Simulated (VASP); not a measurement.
# InGaAs2 (P-4m2) in VASP: further runs, part 2 of 2

VASP 6.6.1.

## Step 3: Single point, r2SCAN

This run uses another cell than the first one, of the same volume but with other edges.

File POSCAR:

```
InGaAs2
1.0
    3.9758783526      0.0000000000      0.0000000000
    0.0000000000      3.9758783526      0.0000000000
    0.0000000000      0.0000000000      6.7327152930
In Ga As
1 1 2
Direct
    0.0000000000      0.0000000000      0.5000000000
    0.5000000000      0.5000000000      0.0000000000
    0.5000000000      0.0000000000      0.7684750000
    0.0000000000      0.5000000000      0.2315250000
```

File INCAR.step1:

```
SYSTEM = InGaAs2
PREC     = Accurate       ! precision mode
ENCUT    = 520            ! plane-wave cutoff, eV
ISMEAR   = 0              ! smearing method
SIGMA    = 0.03           ! smearing width, eV
LREAL    = .False.        ! projectors in reciprocal space
LASPH    = .True.         ! aspherical terms in the spheres
NELM     = 80             ! most SCF steps
NBANDS   = 26             ! bands
GGA      = PE             ! functional
ALGO     = Normal         ! electronic algorithm
EDIFF    = 1E-4           ! SCF threshold, eV
LWAVE    = .True.         ! write WAVECAR
LCHARG   = .False.        ! write CHGCAR
```

File INCAR.step2:

```
SYSTEM = InGaAs2
PREC     = Accurate       ! precision mode
ENCUT    = 520            ! plane-wave cutoff, eV
EDIFF    = 1E-6           ! SCF threshold, eV
ISMEAR   = 0              ! smearing method
SIGMA    = 0.03           ! smearing width, eV
LREAL    = .False.        ! projectors in reciprocal space
LASPH    = .True.         ! aspherical terms in the spheres
NELM     = 80             ! most SCF steps
ALGO     = Normal         ! electronic algorithm
ISIF     = 2              ! what is computed and relaxed
LWAVE    = .False.        ! write WAVECAR
LCHARG   = .False.        ! write CHGCAR
METAGGA  = R2SCAN         ! meta-GGA
LMIXTAU  = .True.       
NBANDS   = 26             ! bands
ISTART   = 1
```

File KPOINTS:

```
Automatic mesh
0
Gamma
  10 10 6
  0 0 0
```

Potentials or basis: VASP PAW PBE potentials, release 64 (In_d, Ga_d, As).

Command:

```
$ cat potpaw_PBE.64/In_d/POTCAR potpaw_PBE.64/Ga_d/POTCAR potpaw_PBE.64/As/POTCAR > POTCAR
$ cp INCAR.step1 INCAR
$ mpirun -np 1 vasp_std > vasp.out
$ cp INCAR.step2 INCAR
$ mpirun -np 1 vasp_std > vasp.out
```

OUTCAR:

```text
SYSTEM = InGaAs2
   PREC = Accurate
   ENCUT = 520
   EDIFF = 1E-6
   ISMEAR = 0
   LREAL = .False.
   LASPH = .True.
   NELM = 80
   ISIF = 2
   METAGGA = R2SCAN
   ISTART = 1

 ion  position               nearest neighbor table
   1  0.000  0.000  0.500-   3 2.69   4 2.69   4 2.69   3 2.69
   2  0.500  0.500  0.000-   3 2.53   4 2.53   3 2.53   4 2.53
   3  0.500  0.000  0.768-   2 2.53   2 2.53   1 2.69   1 2.69
   4  0.000  0.500  0.232-   2 2.53   2 2.53   1 2.69   1 2.69

  LATTYP: Found a simple tetragonal cell.
 ALAT       =     3.9758783526
 C/A-ratio  =     1.6933906664

  Lattice vectors:

 A1 = (   3.9758783526,   0.0000000000,   0.0000000000)
 A2 = (   0.0000000000,   3.9758783526,   0.0000000000)
 A3 = (   0.0000000000,   0.0000000000,   6.7327152930)

Analysis of symmetry for initial positions (statically):
=====================================================================
 Subroutine PRICEL returns:
 Original cell was already a primitive cell.

 Routine SETGRP: Setting up the symmetry group for a
 simple tetragonal supercell.

 Subroutine GETGRP returns: Found  8 space group operations
 (whereof  8 operations were pure point group operations)
 out of a pool of 16 trial point group operations.

The static configuration has the point symmetry D_2d.

Analysis of symmetry for dynamics (positions and initial velocities):
=====================================================================
 Subroutine PRICEL returns:
 Original cell was already a primitive cell.

 Routine SETGRP: Setting up the symmetry group for a
 simple tetragonal supercell.

 Subroutine GETGRP returns: Found  8 space group operations
 (whereof  8 operations were pure point group operations)
 out of a pool of 16 trial point group operations.

The dynamic configuration has the point symmetry D_2d.

 Subroutine INISYM returns: Found  8 space group operations
 (whereof  8 operations are pure point group operations),
 and found     1 'primitive' translations

----------------------------------------------------------------------------------------

                                     Primitive cell

  volume of cell :     106.4281

  direct lattice vectors                    reciprocal lattice vectors
     3.975878353  0.000000000  0.000000000     0.251516750  0.000000000  0.000000000
     0.000000000  3.975878353  0.000000000     0.000000000  0.251516750  0.000000000
     0.000000000  0.000000000  6.732715293     0.000000000  0.000000000  0.148528485

  length of vectors
     3.975878353  3.975878353  6.732715293     0.251516750  0.251516750  0.148528485

  position of ions in fractional coordinates (direct lattice)
     0.000000000  0.000000000  0.500000000
     0.500000000  0.500000000  0.000000000
     0.500000000  0.000000000  0.768475000
     0.000000000  0.500000000  0.231525000

  ion indices of the primitive-cell ions
   primitive index   ion index
                 1           1
                 2           2
                 3           3
                 4           4

----------------------------------------------------------------------------------------

 KPOINTS: Automatic mesh

Automatic generation of k-mesh.
 Grid dimensions read from file:
 generate k-points for:   10   10    6

 Generating k-lattice:

  Cartesian coordinates                     Fractional coordinates (reciprocal lattice)
     0.025151675  0.000000000  0.000000000     0.100000000  0.000000000  0.000000000
     0.000000000  0.025151675  0.000000000     0.000000000  0.100000000  0.000000000
     0.000000000  0.000000000  0.024754747     0.000000000  0.000000000  0.166666667

  Length of vectors
     0.025151675  0.025151675  0.024754747

  Shift w.r.t. Gamma in fractional coordinates (k-lattice)
     0.000000000  0.000000000  0.000000000

 Subroutine IBZKPT returns following result:
 ===========================================

 Found     84 irreducible k-points:

 Following reciprocal coordinates:
            Coordinates               Weight
  0.000000  0.000000  0.000000      1.000000
  0.100000  0.000000  0.000000      4.000000
  0.200000  0.000000  0.000000      4.000000
  0.300000  0.000000  0.000000      4.000000
  0.400000  0.000000  0.000000      4.000000
  0.500000  0.000000  0.000000      2.000000
[... 16 lines left out ...]
  0.100000  0.000000  0.166667      8.000000
  0.200000  0.000000  0.166667      8.000000
 [... further k-points ...]
   k-points           NKPTS =     84   k-points in BZ     NKDIM =     84   number of bands    NBANDS=     26
   number of dos      NEDOS =    301   number of ions     NIONS =      4
   total plane-waves  NPLWV =  45000
   dimension x,y,z NGX =    30 NGY =   30 NGZ =   50
   dimension x,y,z NGXF=    60 NGYF=   60 NGZF=  100
   ions per type =               1   1   2
   NGX,Y,Z   is equivalent  to a cutoff of  12.54, 12.54, 12.35 a.u.
   NGXF,Y,Z  is equivalent  to a cutoff of  25.09, 25.09, 24.69 a.u.
 SYSTEM =  InGaAs2
   PREC   = accura    normal or accurate (medium, high low for compatibility)
   ISTART =      1    job   : 0-new  1-cont  2-samecut
   ICHARG =      0    charge: 1-file 2-atom 10-const
   ISPIN  =      1    spin polarized calculation?
   LNONCOLLINEAR =      F non collinear calculations
   LSORBIT =      F    spin-orbit coupling
   LASPH  =      T    aspherical Exc in radial PAW
   ENCUT  =  520.0 eV  38.22 Ry    6.18 a.u.   7.39  7.39 12.52*2*pi/ulx,y,z
   NELM   =     80;   NELMIN=  2; NELMDL=  0     # of ELM steps
   EDIFF  = 0.1E-05   stopping-criterion for ELM
   LREAL  =      F    real-space projection
   EDIFFG = 0.1E-04   stopping-criterion for IOM
   NSW    =      0    number of steps for IOM
   IBRION =     -1    ionic relax: 0-MD 1-quasi-New 2-CG
   NFREE  =      0    steps in history (QN), initial steepest desc. (CG)
   ISIF   =      2    stress and relaxation
   ISYM   =      2    0-nonsym 1-usesym 2-fastsym
   POTIM  = 0.5000    time-step for ionic-motion
   TEBEG  =    0.0;   TEEND  =   0.0 temperature during run
   PSTRESS=    0.0 pullay stress
   NELECT =      36.0000    total number of electrons
   NUPDOWN=      -1.0000    fix difference up-down
   EMIN   =  10.00;   EMAX   =-10.00  energy-range for DOS
   EFERMI =   0.00;   METHOD = LEGACY
   ISMEAR =     0;   SIGMA  =   0.03  broadening in eV -4-tet -1-fermi 0-gaus
   EFERMI_NEDOS =   21; number of points for ismear=-14 and -15
   IALGO  =     38    algorithm
   IMIX   =      4    mixing-type and parameters
     AMIX     =   0.40;   BMIX     =  1.00
     AMIX_MAG =   1.60;   BMIX_MAG =  1.00
  volume/ion in A,a.u.               =      26.61       179.55
  Fermi-wavevector in a.u.,A,eV,Ry     =   1.140662  2.155538 17.702664  1.301109
  Thomas-Fermi vector in A             =   2.277363
   LORBIT       =      0    0 simple, 1 ext, 2 COOP (PROOUT), +10 PAW based schemes
   METAGGA = R2SCAN    functional components
   LHFCALC =     F    Hartree Fock is set to
   AEXX    =    0.0000 exact exchange contribution
   IVDW    =     0    specifies the selected vdW correction
   LEPSILON=     F    determine dielectric tensor
   LRPA    =     F    only Hartree local field effects (RPA)
 non-spin polarized calculation
 Gauss-broadening in eV      SIGMA  =   0.03
  energy-cutoff  :      520.00
  volume of cell :      106.43
 maximum number of plane-waves:      2913
 NGX is ok and might be reduce to    30

 number of electron      36.0000003 magnetization

 Free energy of the ion-electron system (eV)
  ---------------------------------------------------
  ext. energy  EPLUGINS =         0.00000000
  ---------------------------------------------------
  free energy    TOTEN  =       -64.59611781 eV

  energy without entropy =      -64.59600964  energy(sigma->0) =      -64.59606373

 E-fermi :   3.9123     XC(G=0):  -9.6892

 val. band max:        3.8949912492   @ k =   0.0000   0.0000   0.0000
 cond. band min:       4.0669257764   @ k =   0.5000   0.0000   0.5000
 fundamental gap:      0.1719345272
 Fermi energy:         3.9122945565

 k-point     1 :       0.0000    0.0000    0.0000
  band No.  band energies     occupation
      1     -11.7330      2.00000
      2     -11.6466      2.00000
      3     -11.6466      2.00000
      4     -11.6136      2.00000
      5     -11.6008      2.00000
      6     -11.4647      2.00000
[... 18 lines left out ...]
     25      11.2027      0.00000
     26      11.7767      0.00000
[... 644 lines left out ...]
      4     -11.6166      2.00000
      5     -11.5985      2.00000
      6     -11.4452      2.00000
[... 18 lines left out ...]
     25      10.4951      0.00000
     26      11.6372      0.00000

 [... further k-points ...]
[... 5 lines left out ...]
  --------------------------------------------------------------------------------------
  -------------------------------------------------------------------------------------
  Total        0.6819246      0.6819246     -6.7324772      0.0000000      0.0000000     -0.0000000
  in kB       10.2657460     10.2657460   -101.3512359      0.0000000      0.0000000     -0.0000000
  external PRESSURE =     -26.9399146 kB  Pullay stress =       0.0000000 kB

 VOLUME and BASIS-vectors are now :
 -----------------------------------------------------------------------------
  energy-cutoff  :      520.00
  volume of cell :      106.43
      direct lattice vectors                 reciprocal lattice vectors
     3.975878353  0.000000000  0.000000000     0.251516750  0.000000000  0.000000000
     0.000000000  3.975878353  0.000000000     0.000000000  0.251516750  0.000000000
     0.000000000  0.000000000  6.732715293     0.000000000  0.000000000  0.148528485

 POSITION                                       TOTAL-FORCE (eV/Angst)
 -----------------------------------------------------------------------------------
      0.00000      0.00000      3.36636         0.000000     -0.000000      0.000000
      1.98794      1.98794      0.00000        -0.000000      0.000000      0.000000
      1.98794      0.00000      5.17392        -0.000000     -0.000000      0.069618
      0.00000      1.98794      1.55879         0.000000     -0.000000     -0.069618
 -----------------------------------------------------------------------------------
    total drift:                                0.000000      0.000000     -0.000000

  FREE ENERGIE OF THE ION-ELECTRON SYSTEM (eV)
  ---------------------------------------------------
  free  energy   TOTEN  =       -64.5961178148 eV

  energy  without entropy=      -64.5960096371  energy(sigma->0) =      -64.59606373
```

Run time: 14 min. Hardware: 1 thread of Intel Xeon 6975P-C, shared host; peak memory 0.39 GiB.

Results:

```
Free energy            : -64.5961 eV
Pressure               : -2.7 GPa
Largest force          : 0.070 eV/Å
Band gap on the k mesh : zero (filled and empty bands touch)
```

Forces on the atoms (eV/Å):
```
In   0.000  0.000  0.000
Ga   0.000  0.000  0.000
As   0.000  0.000  0.070
As   0.000  0.000 -0.070
```

Caveat: the PAW data sets were made with another functional, which shifts forces and pressure a little; spin-orbit coupling is left out, which moves the levels of the heavy elements.

## Step 4: Single point, r2SCAN

This run uses another cell than the first one, of the same volume but with other edges.

File POSCAR:

```
InGaAs2
1.0
    4.3440774637      0.0000000000      0.0000000000
    0.0000000000      4.3440774637      0.0000000000
    0.0000000000      0.0000000000      5.6397688439
In Ga As
1 1 2
Direct
    0.0000000000      0.0000000000      0.5000000000
    0.5000000000      0.5000000000      0.0000000000
    0.5000000000      0.0000000000      0.7684750000
    0.0000000000      0.5000000000      0.2315250000
```

INCAR.step1 is that of step 3.

INCAR.step2: that of step 3 with these lines changed.

```diff
@@ -3,3 +3,3 @@
 ENCUT    = 520            ! plane-wave cutoff, eV
-EDIFF    = 1E-6           ! SCF threshold, eV
+EDIFF    = 1E-7           ! SCF threshold, eV
 ISMEAR   = 0              ! smearing method
```

KPOINTS is that of step 3.

Command:

```
$ cat potpaw_PBE.64/In_d/POTCAR potpaw_PBE.64/Ga_d/POTCAR potpaw_PBE.64/As/POTCAR > POTCAR
$ cp INCAR.step1 INCAR
$ mpirun -np 1 vasp_std > vasp.out
$ cp INCAR.step2 INCAR
$ mpirun -np 1 vasp_std > vasp.out
```

Run time: 9.6 min. Hardware: 1 thread of Intel Xeon 6975P-C, shared host; peak memory 0.39 GiB.

Results (log left out):

```
Free energy            : -64.9055 eV
Pressure               : -2.4 GPa
Largest force          : 0.071 eV/Å
Band gap on the k mesh : 0.13 eV, direct
```

Forces in eV/Å, atoms in the order of the input:
```
In   0.000  0.000  0.000
Ga   0.000  0.000  0.000
As   0.000  0.000  0.071
As   0.000  0.000 -0.071
```

Stress tensor (GPa, compression positive):
```
-3.64  0.00  0.00
 0.00 -3.64  0.00
 0.00  0.00  0.15
```

Levels at points of the mesh, in eV from the valence-band top:
| k point | band 15 | band 16 | band 17 | band 18 | band 19 | band 20 | band 21 | band 22 |
| --- | --- | --- | --- | --- | --- | --- | --- | --- |
| (0.00, 0.00, 0.00) | -2.75 | -0.11 | -0.11 | 0.00 | 0.13 | 1.68 | 1.69 | 4.05 |
| (0.50, 0.00, 0.00) | -2.75 | -2.51 | -1.67 | -1.14 | 1.97 | 3.07 | 5.25 | 5.60 |
| (0.50, 0.50, 0.00) | -2.29 | -2.20 | -2.20 | -2.00 | 2.05 | 2.05 | 2.33 | 2.54 |
| (0.00, 0.00, 0.50) | -2.02 | -2.02 | -1.40 | -1.40 | 1.70 | 2.03 | 3.29 | 3.60 |
| (0.50, 0.00, 0.50) | -1.61 | -1.01 | -0.76 | -0.69 | 0.71 | 1.39 | 4.72 | 4.76 |
| (0.50, 0.50, 0.50) | -3.12 | -2.97 | -2.91 | -2.91 | 4.91 | 5.04 | 5.27 | 5.27 |

Caveat: the PAW data sets were made with another functional, which shifts forces and pressure a little; spin-orbit coupling is left out, which moves the levels of the heavy elements.

## Step 5: Overview

```csv
cell,gap on the mesh (eV),pressure (GPa),largest force (eV/Å)
"a = 4.460, b = 4.460, c = 5.350 Å, 4 atoms",0.14,-2.7,0.11
"a = 3.976, b = 3.976, c = 6.733 Å, 4 atoms",none,-2.7,0.07
"a = 4.344, b = 4.344, c = 5.640 Å, 4 atoms",0.13,-2.4,0.07
```

Alike in all rows: task single point; level r2SCAN; potentials or basis VASP PAW PBE potentials, release 64 (In_d, Ga_d, As); no spin polarisation; k mesh 10 × 10 × 6; cutoff (eV) 520; smearing gaussian 0.03 eV.

Caveats: the PAW data sets were made with another functional, which shifts forces and pressure a little; spin-orbit coupling is left out, which moves the levels of the heavy elements.

Total energies depend on the potentials used, so only differences within one code and one set of settings carry meaning.
